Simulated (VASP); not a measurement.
A run of VASP 6.6.1:

The input INCAR:

```
PREC = Accurate
ENCUT = 520
EDIFF = 1E-6
ISMEAR = 0
SIGMA = 0.02
LREAL = False
LASPH = True
NELM = 200
ALGO = Normal
ISIF = 2
LWAVE = False
LCHARG = False
MAGMOM = 0 0 0 0 0 0
LORBIT = 11
LSORBIT = True
GGA_COMPAT = False
LORBMOM = True
LDIPOL = True
IDIPOL = 3
DIPOL = 0.5 0.5 0.500
GGA = PE
IVDW = 12
NBANDS = 20
NELMDL = -8
```

File KPOINTS:

```
regular mesh
0
Gamma
  10 10 1
```

File POSCAR:

```
BN
1.0
    2.5589292950      0.0014657255      0.0000000000
    1.2781801911      2.2168393456      0.0000000000
    0.0000000000      0.0000000000     26.0000000000
B N
1 1
Direct
    0.4999824916      0.4999824916      0.5000000000
    0.8333175184      0.8333175184      0.5000000000
```

Potentials or basis: VASP PAW PBE potentials, release 64 (B, N).

The run is started by

```console
$ cat potpaw_PBE.64/B/POTCAR potpaw_PBE.64/N/POTCAR > POTCAR
$ mpirun -np 1 vasp_ncl > vasp.out
```

Hardware: 1 thread of Intel Xeon 6975P-C (shared host).

Task: How long does it take, and how much memory?

Result: Run time: 8.9 min on 1 thread of Intel Xeon 6975P-C (shared host), peak memory 0.64 GiB. Counts: scf iterations 26, k points 22.
